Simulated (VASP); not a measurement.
A run of VASP 6.6.1 is set up as follows.

The input INCAR:

```
PREC = Accurate ; ENCUT = 520
EDIFF = 1E-7 ; ISMEAR = -1
SIGMA = 0.1 ; LREAL = F
LASPH = T ; NELM = 80
ALGO = Normal ; ISIF = 2
LWAVE = F ; LCHARG = T
GGA = PE ; LELF = T
LVHAR = T ; NBANDS = 18
```

The input KPOINTS:

```
Automatic mesh
0
Gamma
  16 16 9
```

File POSCAR:

```
La
1.0
    3.8331572019      0.0000000000      0.0000000000
   -1.9165786009      3.3196115136      0.0000000000
    0.0000000000      0.0000000000      6.1894122498
La
2
Direct
    0.3333333333      0.6666666667      0.2500000000
    0.6666666667      0.3333333333      0.7500000000
```

Potentials or basis: VASP PAW PBE potentials, release 64 (La).

Launch:

```sh
$ cat potpaw_PBE.64/La/POTCAR > POTCAR
$ mpirun -np 1 vasp_std > vasp.out
```

Q: What does it give for the pressure?

A: -0.9 GPa.

Q: Estimate the band gap on the k mesh.

A: Zero (band 11 reaches 8.40 eV, above the bottom of band 12 at 7.01 eV).

Stress tensor (GPa, compression positive):
```
-0.88  0.00  0.00
 0.00 -0.88  0.00
 0.00  0.00 -1.02
```

Caveat: spin-orbit coupling is left out, which moves the levels of the heavy elements.
